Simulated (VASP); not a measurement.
Input of a VASP 6.6.1 run:

The input INCAR:

```
ALGO = Normal
EDIFF = 1E-6
EDIFFG = -0.01
ENCUT = 600
GGA = PE
IBRION = 2
ISIF = 3
ISMEAR = 0
LASPH = T
LCHARG = F
LREAL = F
LWAVE = F
NELM = 60
NSW = 100
PREC = Accurate
SIGMA = 0.1
```

KPOINTS

```
k-points
0
Gamma
  8 8 8
```

Contents of POSCAR:

```
Mg4Se
1.0
   -3.2017588339      3.2017588339      3.2017588339
    3.2017588339     -3.2017588339      3.2017588339
    3.2017588339      3.2017588339     -3.2017588339
Mg Se
4 1
Direct
    0.0000000000      0.5000000000      0.0000000000
    0.5000000000      0.5000000000      0.5000000000
    0.0000000000      0.0000000000      0.5000000000
    0.5000000000      0.0000000000      0.0000000000
    0.0000000000      0.0000000000      0.0000000000
```

Potentials or basis: VASP PAW PBE potentials, release 64 (Mg, Se).

Launch:

```sh
$ cat potpaw_PBE.64/Mg/POTCAR potpaw_PBE.64/Se/POTCAR > POTCAR
$ mpirun -np 1 vasp_std > vasp.out
```

**Question.** Predict the relaxed cell.

**Answer.** a = 5.552 Å, b = 5.552 Å, c = 5.552 Å, α = 109.47°, β = 109.47°, γ = 109.47°.

**Question.** What does it give for the relaxed volume?

**Answer.** 26.35 Å³/atom.

**Question.** Estimate the space group after relaxing (to 0.05 Å).

**Answer.** Im-3m (No. 229).

Final structure:
```xyz
5
Lattice="-3.2056 3.2056 3.2056 3.2056 -3.2056 3.2056 3.2056 3.2056 -3.2056" Properties=species:S:1:pos:R:3 pbc="T T T"
Mg    1.6028   -1.6028    1.6028
Mg    1.6028    1.6028    1.6028
Mg    1.6028    1.6028   -1.6028
Mg    4.8083    1.6028    1.6028
Se    0.0000    0.0000    0.0000
```
